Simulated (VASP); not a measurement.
# Na (Im-3m) in VASP: further runs

Na is run at these levels: PBEsol; tasks: electric field gradients.

Everything below comes from runs of VASP 6.6.1. Logs are shortened: lines on timing, memory, paths and dates and some standing lists are left out, and cuts for length are marked.

## Step 1: The cell of the first run

Symmetry: Im-3m, No. 229, cubic system. The conventional cell has a = 4.263 Å, b = 4.263 Å, c = 4.263 Å, α = 90.00°, β = 90.00°, γ = 90.00°. Within 4.8 Å of Na (site symmetry m-3m) lie 14 Na at 3.69 to 4.26 Å.

## Step 2: Electric field gradients, PBEsol (volume scaled by 1.02)

File INCAR:

```
ALGO = Normal
EDIFF = 1E-8
ENCUT = 520
GGA = PS
ISIF = 2
ISMEAR = -1
LASPH = T
LCHARG = F
LEFG = T
LREAL = F
LWAVE = F
NBANDS = 10
NELM = 60
PREC = Accurate
SIGMA = 0.05
```

File KPOINTS:

```
k-points
0
Gamma
  12 12 12
```

File POSCAR:

```
Na
1.0
   -2.1315235875      2.1315235875      2.1315235875
    2.1315235875     -2.1315235875      2.1315235875
    2.1315235875      2.1315235875     -2.1315235875
Na
1
Direct
    0.0000000000      0.0000000000      0.0000000000
```

Potentials or basis: VASP PAW PBE potentials, release 64 (Na_pv).

Launch:

```console
cat potpaw_PBE.64/Na_pv/POTCAR > POTCAR
mpirun -np 1 vasp_std > vasp.out
```

OUTCAR:

```text
EDIFF = 1E-8
   ENCUT = 520
   GGA = PS
   ISIF = 2
   ISMEAR = -1
   LASPH = T
   LREAL = F
   NELM = 60
   PREC = Accurate

 ion  position               nearest neighbor table
   1  0.000  0.000  0.000-

  LATTYP: Found a body centered cubic cell.
 ALAT       =     4.2630471750

  Lattice vectors:

 A1 = (  -2.1315235875,   2.1315235875,   2.1315235875)
 A2 = (   2.1315235875,  -2.1315235875,   2.1315235875)
 A3 = (   2.1315235875,   2.1315235875,  -2.1315235875)

Analysis of symmetry for initial positions (statically):
=====================================================================
 Subroutine PRICEL returns:
 Original cell was already a primitive cell.

 Routine SETGRP: Setting up the symmetry group for a
 body centered cubic supercell.

 Subroutine GETGRP returns: Found 48 space group operations
 (whereof 48 operations were pure point group operations)
 out of a pool of 48 trial point group operations.

The static configuration has the point symmetry O_h .

Analysis of symmetry for dynamics (positions and initial velocities):
=====================================================================
 Subroutine PRICEL returns:
 Original cell was already a primitive cell.

 Routine SETGRP: Setting up the symmetry group for a
 body centered cubic supercell.

 Subroutine GETGRP returns: Found 48 space group operations
 (whereof 48 operations were pure point group operations)
 out of a pool of 48 trial point group operations.

The dynamic configuration has the point symmetry O_h .

 Subroutine INISYM returns: Found 48 space group operations
 (whereof 48 operations are pure point group operations),
 and found     1 'primitive' translations

----------------------------------------------------------------------------------------

                                     Primitive cell

  volume of cell :      38.7374

  direct lattice vectors                    reciprocal lattice vectors
    -2.131523587  2.131523587  2.131523587     0.000000000  0.234573993  0.234573993
     2.131523587 -2.131523587  2.131523587     0.234573993  0.000000000  0.234573993
     2.131523587  2.131523587 -2.131523587     0.234573993  0.234573993  0.000000000

[... 112 lines left out ...]
 non-spin polarized calculation
  energy-cutoff  :      520.00
  volume of cell :       38.74
 maximum number of plane-waves:      1088
   NGX = 13   NGY = 13   NGZ = 13

 number of electron       7.0000013 magnetization

 Free energy of the ion-electron system (eV)
  ---------------------------------------------------
  ext. energy  EPLUGINS =         0.00000000
  ---------------------------------------------------
  free energy    TOTEN  =        -1.39601257 eV

  energy without entropy =       -1.39056642  energy(sigma->0) =       -1.39328949

 E-fermi :   0.1483     XC(G=0):  -6.3863

 val. band max:        0.1124957918   @ k =  -0.3333   0.4167   0.1667
 cond. band min:       0.2213516883   @ k =   0.3333   0.1667  -0.0000
 fundamental gap:      0.1088558965
 Fermi energy:         0.1483167075

 k-point     1 :       0.0000    0.0000    0.0000
  band No.  band energies     occupation
      1     -24.6375      2.00000
      2     -24.6375      2.00000
      3     -24.6375      2.00000
      4      -3.0014      2.00000
      5      11.6339      0.00000
      6      11.6339      0.00000
      7      11.6339      0.00000
      8      12.6126      0.00000
      9      12.6126      0.00000
     10      13.1365      0.00000
[... 287 lines left out ...]
 k-point    24 :       0.4167    0.0833    0.0833
  band No.  band energies     occupation
      1     -24.6661      2.00000
      2     -24.6491      2.00000
      3     -24.6394      2.00000
      4       1.1327      0.00000
      5       1.5894      0.00000
      6       6.2548      0.00000
      7       7.2667      0.00000
      8      11.5873      0.00000
      9      12.3332      0.00000
     10      16.1514      0.00000

 [... further k-points ...]
[... 5 lines left out ...]
  --------------------------------------------------------------------------------------
  -------------------------------------------------------------------------------------
  Total       -0.1092534     -0.1092534     -0.1092534      0.0000000      0.0000000     -0.0000000
  in kB       -4.5187173     -4.5187173     -4.5187173      0.0000000      0.0000000     -0.0000000
  external PRESSURE =      -4.5187173 kB  Pullay stress =       0.0000000 kB

 VOLUME and BASIS-vectors are now :
 -----------------------------------------------------------------------------
  energy-cutoff  :      520.00
  volume of cell :       38.74
      direct lattice vectors                 reciprocal lattice vectors
    -2.131523587  2.131523587  2.131523587     0.000000000  0.234573993  0.234573993
     2.131523587 -2.131523587  2.131523587     0.234573993  0.000000000  0.234573993
     2.131523587  2.131523587 -2.131523587     0.234573993  0.234573993  0.000000000

 POSITION                                       TOTAL-FORCE (eV/Angst)
 -----------------------------------------------------------------------------------
      0.00000      0.00000      0.00000         0.000000      0.000000      0.000000
 -----------------------------------------------------------------------------------
    total drift:                               -0.000000     -0.000000     -0.000000

  FREE ENERGIE OF THE ION-ELECTRON SYSTEM (eV)
  ---------------------------------------------------
  free  energy   TOTEN  =        -1.3960125688 eV

  energy  without entropy=       -1.3905664201  energy(sigma->0) =       -1.39328949

 Electric field gradients (V/A^2)
---------------------------------------------------------------------
 ion       V_xx      V_yy      V_zz      V_xy      V_xz      V_yz
---------------------------------------------------------------------
   1       0.000    -0.000    -0.000    -0.002    -0.002    -0.002
---------------------------------------------------------------------

 Electric field gradients after diagonalization (V/A^2)
 (convention: |V_zz| > |V_xx| > |V_yy|)
----------------------------------------------------------------------
 ion       V_xx      V_yy      V_zz     asymmetry (V_yy - V_xx)/ V_zz
----------------------------------------------------------------------
   1       0.002     0.002    -0.005       0.000
----------------------------------------------------------------------

           NMR quadrupolar parameters

 Cq : quadrupolar parameter    Cq=e*Q*V_zz/h
 eta: asymmetry parameters     (V_yy - V_xx)/ V_zz
 Q  : nuclear electric quadrupole moment in mb (millibarn)
----------------------------------------------------------------------
 ion       Cq(MHz)       eta       Q (mb)
----------------------------------------------------------------------
   1      -0.000       0.000       1.000
----------------------------------------------------------------------
```

OSZICAR:

```text
N       E                     dE             d eps       ncg     rms          rms(c)
DAV:   1     0.277471198142E+02    0.27747E+02   -0.38293E+03  1444   0.582E+02
DAV:   2    -0.794569188878E+00   -0.28542E+02   -0.28372E+02  1486   0.147E+02
DAV:   3    -0.139279045212E+01   -0.59822E+00   -0.59739E+00  1752   0.234E+01
DAV:   4    -0.139788260399E+01   -0.50922E-02   -0.50918E-02  1680   0.211E+00
DAV:   5    -0.139796334731E+01   -0.80743E-04   -0.80743E-04  1698   0.259E-01    0.232E-01
DAV:   6    -0.139644564869E+01    0.15177E-02   -0.27495E-03  1702   0.761E-01    0.142E-01
DAV:   7    -0.139606569930E+01    0.37995E-03   -0.25014E-03  1638   0.649E-01    0.457E-02
DAV:   8    -0.139601216907E+01    0.53530E-04   -0.20284E-04  1708   0.246E-01    0.213E-03
DAV:   9    -0.139601247294E+01   -0.30387E-06   -0.81664E-07  1656   0.945E-03    0.117E-03
DAV:  10    -0.139601256567E+01   -0.92734E-07   -0.36871E-08  1664   0.118E-03    0.116E-04
DAV:  11    -0.139601256878E+01   -0.31124E-08   -0.84948E-10  1040   0.374E-04
   1 F= -.13960126E+01 E0= -.13932895E+01  d E =-.544615E-02
```

Wall time 16 s (1 thread of Intel Xeon 6975P-C, shared host); peak memory 0.16 GiB.

Results:

```yaml
Free_energy: -1.3960 eV
Pressure: -0.5 GPa
```

Levels at points of the mesh, in eV from the Fermi level:
```tsv
k point	band 1	band 2	band 3	band 4	band 5	band 6	band 7	band 8
(0.00, 0.00, 0.00)	-24.79	-24.79	-24.79	-3.15	11.49	11.49	11.49	12.46
(0.50, 0.00, 0.00)	-24.82	-24.80	-24.79	0.77	1.22	8.06	8.90	9.04
(0.50, 0.50, 0.50)	-24.81	-24.81	-24.81	4.48	4.48	4.78	4.78	4.78
```

Caveat: without QUAD_EFG the Cq values of the log hold for a quadrupole moment of 1 mb, not for the nuclei; the PAW data sets were made with another functional, which shifts forces and pressure a little.

## Step 3: Electric field gradients, PBEsol (volume scaled by 1.04)

INCAR: that of step 2 with these lines changed.

```diff
@@ -12,3 +12,3 @@
 NBANDS = 10
-NELM = 60
+NELM = 80
 PREC = Accurate
```

KPOINTS is that of step 2.

File POSCAR:

```
Na
1.0
   -2.1453650376      2.1453650376      2.1453650376
    2.1453650376     -2.1453650376      2.1453650376
    2.1453650376      2.1453650376     -2.1453650376
Na
1
Direct
    0.0000000000      0.0000000000      0.0000000000
```

Potentials or basis: VASP PAW PBE potentials, release 64 (Na_pv).

Launch:

```console
cat potpaw_PBE.64/Na_pv/POTCAR > POTCAR
mpirun -np 1 vasp_std > vasp.out
```

OUTCAR:

```text
EDIFF = 1E-8
   ENCUT = 520
   GGA = PS
   ISIF = 2
   ISMEAR = -1
   LASPH = T
   LREAL = F
   NELM = 80
   PREC = Accurate

 ion  position               nearest neighbor table
   1  0.000  0.000  0.000-

  LATTYP: Found a body centered cubic cell.
 ALAT       =     4.2907300752

  Lattice vectors:

 A1 = (  -2.1453650376,   2.1453650376,   2.1453650376)
 A2 = (   2.1453650376,  -2.1453650376,   2.1453650376)
 A3 = (   2.1453650376,   2.1453650376,  -2.1453650376)

Analysis of symmetry for initial positions (statically):
=====================================================================
 Subroutine PRICEL returns:
 Original cell was already a primitive cell.

[... 494 lines left out ...]
  in kB       -5.6972677     -5.6972677     -5.6972677      0.0000000      0.0000000      0.0000000
  external PRESSURE =      -5.6972677 kB  Pullay stress =       0.0000000 kB

 VOLUME and BASIS-vectors are now :
 -----------------------------------------------------------------------------
  energy-cutoff  :      520.00
  volume of cell :       39.50
      direct lattice vectors                 reciprocal lattice vectors
    -2.145365038  2.145365038  2.145365038     0.000000000  0.233060571  0.233060571
     2.145365038 -2.145365038  2.145365038     0.233060571  0.000000000  0.233060571
     2.145365038  2.145365038 -2.145365038     0.233060571  0.233060571  0.000000000

 POSITION                                       TOTAL-FORCE (eV/Angst)
 -----------------------------------------------------------------------------------
      0.00000      0.00000      0.00000         0.000000      0.000000      0.000000
 -----------------------------------------------------------------------------------
    total drift:                               -0.000000     -0.000000     -0.000000

  FREE ENERGIE OF THE ION-ELECTRON SYSTEM (eV)
  ---------------------------------------------------
  free  energy   TOTEN  =        -1.3936156809 eV

  energy  without entropy=       -1.3881321357  energy(sigma->0) =       -1.39087391

 Electric field gradients (V/A^2)
---------------------------------------------------------------------
 ion       V_xx      V_yy      V_zz      V_xy      V_xz      V_yz
---------------------------------------------------------------------
   1      -0.000     0.000     0.000    -0.001    -0.001    -0.001
---------------------------------------------------------------------

 Electric field gradients after diagonalization (V/A^2)
 (convention: |V_zz| > |V_xx| > |V_yy|)
----------------------------------------------------------------------
 ion       V_xx      V_yy      V_zz     asymmetry (V_yy - V_xx)/ V_zz
----------------------------------------------------------------------
   1       0.001     0.001    -0.002       0.000
----------------------------------------------------------------------

           NMR quadrupolar parameters

 Cq : quadrupolar parameter    Cq=e*Q*V_zz/h
 eta: asymmetry parameters     (V_yy - V_xx)/ V_zz
 Q  : nuclear electric quadrupole moment in mb (millibarn)
----------------------------------------------------------------------
 ion       Cq(MHz)       eta       Q (mb)
----------------------------------------------------------------------
   1      -0.000       0.000       1.000
----------------------------------------------------------------------
```

OSZICAR:

```text
N       E                     dE             d eps       ncg     rms          rms(c)
DAV:   1     0.263405948048E+02    0.26341E+02   -0.37885E+03  1442   0.575E+02
DAV:   2    -0.833538568034E+00   -0.27174E+02   -0.27067E+02  1490   0.139E+02
DAV:   3    -0.139089510331E+01   -0.55736E+00   -0.55658E+00  1806   0.228E+01
DAV:   4    -0.139541865163E+01   -0.45235E-02   -0.45233E-02  1726   0.198E+00
DAV:   5    -0.139548084339E+01   -0.62192E-04   -0.62191E-04  1692   0.226E-01    0.231E-01
DAV:   6    -0.139401576276E+01    0.14651E-02   -0.27375E-03  1730   0.759E-01    0.142E-01
DAV:   7    -0.139366923625E+01    0.34653E-03   -0.25107E-03  1638   0.648E-01    0.458E-02
DAV:   8    -0.139361523799E+01    0.53998E-04   -0.20405E-04  1674   0.247E-01    0.217E-03
DAV:   9    -0.139361556069E+01   -0.32270E-06   -0.82206E-07  1708   0.974E-03    0.120E-03
DAV:  10    -0.139361567878E+01   -0.11809E-06   -0.36534E-08  1654   0.117E-03    0.119E-04
DAV:  11    -0.139361568087E+01   -0.20907E-08   -0.79622E-10   998   0.369E-04
   1 F= -.13936157E+01 E0= -.13908739E+01  d E =-.548355E-02
```

It took 16 s on 1 thread of Intel Xeon 6975P-C, shared host; peak memory 0.16 GiB.

What came out:

```yaml
Free_energy: -1.3936 eV
Pressure: -0.6 GPa
```

Caveat: without QUAD_EFG the Cq values of the log hold for a quadrupole moment of 1 mb, not for the nuclei; the PAW data sets were made with another functional, which shifts forces and pressure a little.

[end of part 1 of 2]
